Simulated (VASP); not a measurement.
Here is a VASP 6.6.1 calculation.

Contents of POSCAR:

```
TiCo
1.0
    3.0568921043      0.0000000000      0.0000000000
    0.0000000000      3.0568921043      0.0000000000
    0.0000000000      0.0000000000      3.0568921043
Ti Co
1 1
Direct
    0.0000000000      0.0000000000      0.0000000000
    0.5000000000      0.5000000000      0.5000000000
```

Contents of INCAR.step1:

```
SYSTEM = TiCo
  ALGO = Normal
  EDIFF = 1E-4
  ENCUT = 520
  GGA = PE
  ISMEAR = 0
  ISPIN = 2
  LASPH = .TRUE.
  LCHARG = .FALSE.
  LMAXMIX = 4
  LREAL = .FALSE.
  LWAVE = .TRUE.
  MAGMOM = -0.36 1.64
  NBANDS = 22
  NELM = 150
  PREC = Accurate
  SIGMA = 0.05
```

The input INCAR.step2:

```
SYSTEM = TiCo
  ALGO = Normal
  EDIFF = 1E-6
  ENCUT = 520
  ISIF = 2
  ISMEAR = 0
  ISPIN = 2
  ISTART = 1
  LASPH = .TRUE.
  LCHARG = .FALSE.
  LMAXMIX = 4
  LMIXTAU = .TRUE.
  LORBIT = 11
  LREAL = .FALSE.
  LWAVE = .FALSE.
  MAGMOM = -0.36 1.64
  METAGGA = R2SCAN
  NBANDS = 22
  NELM = 150
  PREC = Accurate
  SIGMA = 0.05
```

File KPOINTS:

```
k-points
0
G
  12 12 12
  0 0 0
```

Potentials or basis: VASP PAW PBE potentials, release 64 (Ti_sv, Co).

The run is started by

```console
$ cat potpaw_PBE.64/Ti_sv/POTCAR potpaw_PBE.64/Co/POTCAR > POTCAR
$ cp INCAR.step1 INCAR
$ mpirun -np 1 vasp_std > vasp.out
$ cp INCAR.step2 INCAR
$ mpirun -np 1 vasp_std > vasp.out
```

Problem. Estimate the pressure.

Solution. -9.0 GPa.

Problem. What does it give for the site moments?

Solution. Ti -0.38; Co +1.52 μB.

Problem. Predict the net moment.

Solution. 0.89 μB per cell.

Caveat: the cell stands under tension; the PAW data sets were made with another functional, which shifts forces and pressure a little.
